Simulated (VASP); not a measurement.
Runs of VASP 6.6.1 on CaSi3N2. The structure is that of space group P6/mmm (No. 191), or close to it. The cells are those of the table. The cell was generated, and may not be a known phase.

| task | cell | k mesh | gap on the mesh (eV) | pressure (GPa) | relaxed volume (Å³/atom) |
| --- | --- | --- | --- | --- | --- |
| relaxation of cell and atoms | relaxed from a = 5.422, b = 5.422, c = 3.266 Å, angles 90.0, 90.0, 120.0°, 6 atoms | 6 × 6 × 6 | none | -0.5 | (a) |
| relaxation of cell and atoms | relaxed from a = 5.048, b = 5.048, c = 3.410 Å, angles 90.0, 90.0, 120.0°, 6 atoms | 12 × 12 × 12 | none | -0.1 | 12.59 |
| single point | a = 5.067, b = 5.067, c = 3.391 Å, angles 90.0, 90.0, 120.0°, 6 atoms | 12 × 12 × 12 | none | 0.1 | - |
| single point | a = 5.422, b = 5.422, c = 3.266 Å, angles 90.0, 90.0, 120.0°, 6 atoms | 6 × 6 × 6 | none | -7.1 | - |
| single point | a = 5.048, b = 5.048, c = 3.410 Å, angles 90.0, 90.0, 120.0°, 6 atoms | 6 × 6 × 6 | none | 0.1 | - |

Alike in all rows: level PBE; potentials or basis VASP PAW PBE potentials, release 64 (Ca_sv, Si, N); no spin polarisation; cutoff (eV) 600; smearing gaussian 0.1 eV.

Problem. Estimate the missing entries.

Solution. (a) 12.60.

Caveats: the cell stands under tension (at least some runs).

A gap of «none» marks levels without a gap at the run's occupations.
